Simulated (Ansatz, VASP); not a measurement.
CdS in VASP and in Ansatz

File INCAR:

```
SYSTEM = CdS
PREC = Accurate ; ENCUT = 520
EDIFF = 1E-6 ; ISMEAR = 0
SIGMA = 0.1 ; LREAL = .FALSE.
LASPH = .TRUE. ; NELM = 80
ALGO = Normal ; ISIF = 2
LWAVE = .FALSE. ; LCHARG = .FALSE.
GGA = CA ; NBANDS = 16
```

The input KPOINTS:

```
regular mesh
0
G
  6 6 6
  0 0 0
```

Contents of POSCAR:

```
CdS
1.0
    0.0000000000      2.9548794012      2.9548794012
    2.9548794012      0.0000000000      2.9548794012
    2.9548794012      2.9548794012      0.0000000000
Cd S
1 1
Direct
    0.0000000000      0.0000000000      0.0000000000
    0.2500000000      0.2500000000      0.2500000000
```

Input for Ansatz:

```yaml
crystal:
  lattice:
    - [0.0, 2.954879401241547, 2.954879401241547]
    - [2.954879401241547, 0.0, 2.954879401241547]
    - [2.954879401241547, 2.954879401241547, 0.0]
  atoms:
    - { symbol: Cd, position: [0.0, 0.0, 0.0] }
    - { symbol: S, position: [0.25, 0.25, 0.25] }
basis:
  ecutwfc: 500.0
kpoints:
  mp_grid:
    grid: [6, 6, 6]
hamiltonian:
  xc: lda
  pseudopotentials:
    kind: paw
scf:
  occupations:
    method: gaussian
output:
  stress: true
```

Alike in both runs: task single point; functional LDA; k mesh 6 × 6 × 6; no spin polarisation.

```csv
,VASP,Ansatz
version,VASP 6.6.1,Ansatz 0.2.0
potentials or method,"VASP PAW LDA potentials, release 64 (Cd, S), cutoff 520 eV","plane waves, PAW"
occupations,"gaussian, width 0.1 eV",gaussian
valence electrons in the cell,18,26
```

|  | VASP | Ansatz | Ansatz less VASP |
| --- | --- | --- | --- |
| pressure (GPa) | -4.1 | -4.5 | -0.39 |

LDA's correlation is that of Perdew and Zunger in VASP and of Perdew and Wang (1992) in Ansatz. VASP's potentials hold 18 valence electrons a cell and Ansatz's 26, so a difference there can come from the potentials and not from the codes.
